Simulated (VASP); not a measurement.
# SrCl2 (I4/mmm) in VASP: notebook, part 2 of 2

VASP 6.6.1. Earlier steps stand in the parts before.

**3. Single point, PBE (27.20 Å³/atom)**

INCAR

```
PREC = Accurate ; ENCUT = 520
EDIFF = 1E-6 ; ISMEAR = 0
SIGMA = 0.05 ; LREAL = False
LASPH = True ; NELM = 80
ALGO = Normal ; ISIF = 2
LWAVE = False ; LCHARG = False
GGA = PE ; NBANDS = 19
```

KPOINTS

```
regular mesh
0
Gamma
  6 6 6
```

POSCAR

```
SrCl2
1.0
    0.0000000000      3.4795185797      3.3695657926
    3.4795185797      0.0000000000      3.3695657926
    3.4795185797      3.4795185797      0.0000000000
Sr Cl
1 2
Direct
    0.0000000000      0.0000000000      0.0000000000
    0.2500000000      0.2500000000      0.2500000000
    0.7500000000      0.7500000000      0.7500000000
```

Potentials or basis: VASP PAW PBE potentials, release 64 (Sr_sv, Cl).

Command:

```
cat potpaw_PBE.64/Sr_sv/POTCAR potpaw_PBE.64/Cl/POTCAR > POTCAR
mpirun -np 1 vasp_std > vasp.out
```

OUTCAR:

```text
PREC = Accurate
   ENCUT = 520
   EDIFF = 1E-6
   ISMEAR = 0
   LREAL = False
   LASPH = True
   NELM = 80
   ISIF = 2
   GGA = PE

 ion  position               nearest neighbor table
   1  0.000  0.000  0.000-   3 2.98   2 2.98   3 2.98   2 2.98   3 2.98   3 2.98   2 2.98   2 2.98

   2  0.250  0.250  0.250-   1 2.98   1 2.98   1 2.98   1 2.98
   3  0.750  0.750  0.750-   1 2.98   1 2.98   1 2.98   1 2.98

  LATTYP: Found a body centered tetragonal cell.
 ALAT       =     4.9207823659
 C/A-ratio  =     1.3695244138

  Lattice vectors:

 A1 = (   0.0000000000,  -3.4795185797,  -3.3695657926)
 A2 = (   0.0000000000,   3.4795185797,  -3.3695657926)
 A3 = (   3.4795185797,   0.0000000000,   3.3695657926)

Analysis of symmetry for initial positions (statically):
=====================================================================
 Subroutine PRICEL returns:
 Original cell was already a primitive cell.

 Routine SETGRP: Setting up the symmetry group for a
 body centered tetragonal supercell.

 Subroutine GETGRP returns: Found 16 space group operations
[... 160 lines left out ...]
  ---------------------------------------------------
  ext. energy  EPLUGINS =         0.00000000
  ---------------------------------------------------
  free energy    TOTEN  =       -12.73277340 eV

  energy without entropy =      -12.73277340  energy(sigma->0) =      -12.73277340

 E-fermi :   0.8600     XC(G=0):  -8.4554

 val. band max:        0.5671382401   @ k =   0.5000   0.5000   0.0000
 cond. band min:       5.8773598983   @ k =   0.0000   0.0000   0.0000
 fundamental gap:      5.3102216582
 Fermi energy:         0.8599772578

 k-point     1 :       0.0000    0.0000    0.0000
  band No.  band energies     occupation
      1     -32.3417      2.00000
      2     -14.3561      2.00000
      3     -14.3488      2.00000
      4     -14.3488      2.00000
      5     -13.0108      2.00000
      6     -12.0711      2.00000
[... 505 lines left out ...]
      6     -12.1943      2.00000
[... 11 lines left out ...]
     18       9.5718      0.00000
     19      10.4639      0.00000

 [... further k-points ...]
[... 5 lines left out ...]
  --------------------------------------------------------------------------------------
  -------------------------------------------------------------------------------------
  Total        1.0975432      1.0975432      2.0065573      0.0000000     -0.0000000      0.0000000
  in kB       21.5521170     21.5521170     39.4021466      0.0000000     -0.0000000      0.0000000
  external PRESSURE =      27.5021269 kB  Pullay stress =       0.0000000 kB

 VOLUME and BASIS-vectors are now :
 -----------------------------------------------------------------------------
  energy-cutoff  :      520.00
  volume of cell :       81.59
      direct lattice vectors                 reciprocal lattice vectors
     0.000000000  3.479518580  3.369565793    -0.143698040  0.143698040  0.148387071
     3.479518580  0.000000000  3.369565793     0.143698040 -0.143698040  0.148387071
     3.479518580  3.479518580  0.000000000     0.143698040  0.143698040 -0.148387071

 POSITION                                       TOTAL-FORCE (eV/Angst)
 -----------------------------------------------------------------------------------
      0.00000      0.00000      0.00000         0.000000      0.000000      0.000000
      1.73976      1.73976      1.68478         0.000000      0.000000     -0.000000
      5.21928      5.21928      5.05435        -0.000000     -0.000000      0.000000
 -----------------------------------------------------------------------------------
    total drift:                                0.000000      0.000000      0.000000

  FREE ENERGIE OF THE ION-ELECTRON SYSTEM (eV)
  ---------------------------------------------------
  free  energy   TOTEN  =       -12.7327733965 eV

  energy  without entropy=      -12.7327733965  energy(sigma->0) =      -12.73277340
```

Wall time 26 s (1 thread of AMD EPYC 9R45 (Zen 5), shared host); peak memory 0.2 GiB.

Results:

* Free energy: -12.7328 eV
* Pressure: 2.8 GPa
* Band gap on the k mesh: 5.31 eV (least direct gap 5.34 eV)

**4. Single point, PBE (27.20 Å³/atom)**

INCAR

```
SYSTEM = SrCl2
PREC     = Accurate       ! precision mode
ENCUT    = 520            ! plane-wave cutoff, eV
EDIFF    = 1E-6           ! SCF threshold, eV
ISMEAR   = 0              ! smearing method
SIGMA    = 0.05           ! smearing width, eV
LREAL    = .FALSE.        ! projectors in reciprocal space
LASPH    = .TRUE.         ! aspherical terms in the spheres
NELM     = 80             ! most SCF steps
ALGO     = Normal         ! electronic algorithm
ISIF     = 2              ! what is computed and relaxed
LWAVE    = .FALSE.        ! write WAVECAR
LCHARG   = .FALSE.        ! write CHGCAR
GGA      = PE             ! functional
NBANDS   = 19             ! bands
```

KPOINTS

```
Automatic mesh
0
G
  6 6 6
  0 0 0
```

POSCAR

```
SrCl2
1.0
    0.0000000000      3.5168343136      3.2984389027
    3.5168343136      0.0000000000      3.2984389027
    3.5168343136      3.5168343136      0.0000000000
Sr Cl
1 2
Direct
    0.0000000000      0.0000000000      0.0000000000
    0.2500000000      0.2500000000      0.2500000000
    0.7500000000      0.7500000000      0.7500000000
```

Command:

```
cat potpaw_PBE.64/Sr_sv/POTCAR potpaw_PBE.64/Cl/POTCAR > POTCAR
mpirun -np 1 vasp_std > vasp.out
```

Run time: 26 s. Hardware: 1 thread of AMD EPYC 9R45 (Zen 5), shared host; peak memory 0.2 GiB.

It converged, with:

```yaml
Free_energy: -12.7033 eV
Pressure: 2.8 GPa
Band_gap_on_the_k_mesh: 5.06 eV (least direct gap 5.17 eV)
```

Stress tensor (GPa, compression positive):
```
1.57 0.00 0.00
0.00 1.57 0.00
0.00 0.00 5.22
```

Levels at points of the mesh, in eV from the valence-band top:
```tsv
k point	band 10	band 11	band 12	band 13	band 14	band 15
(0.00, 0.00, 0.00)	-0.82	-0.82	-0.29	5.06	5.54	6.11
(0.50, 0.00, 0.00)	-1.70	-1.42	-1.38	6.37	6.48	7.28
(0.50, 0.50, 0.00)	-0.83	-0.83	0.00	5.17	7.16	7.37
(0.50, 0.00, 0.50)	-0.97	-0.42	-0.36	5.14	6.67	7.41
```

A k mesh can miss the band edges. As with any semilocal functional, this PBE gap is likely too small.

**5. Overview**

```csv
cell,gap on the mesh (eV),pressure (GPa)
"a = 4.926, b = 4.926, c = 4.765 Å, angles 61.1, 61.1, 57.9°, 3 atoms",5.14,2.8
"a = 4.844, b = 4.844, c = 4.921 Å, angles 59.5, 59.5, 61.1°, 3 atoms",5.31,2.8
"a = 4.822, b = 4.822, c = 4.974 Å, angles 59.0, 59.0, 62.1°, 3 atoms",5.06,2.8
```

Alike in all rows: task single point; level PBE; potentials or basis VASP PAW PBE potentials, release 64 (Sr_sv, Cl); no spin polarisation; k mesh 6 × 6 × 6; cutoff (eV) 520; smearing gaussian 0.05 eV.

Absolute energies hang on the potentials; compare differences alone.
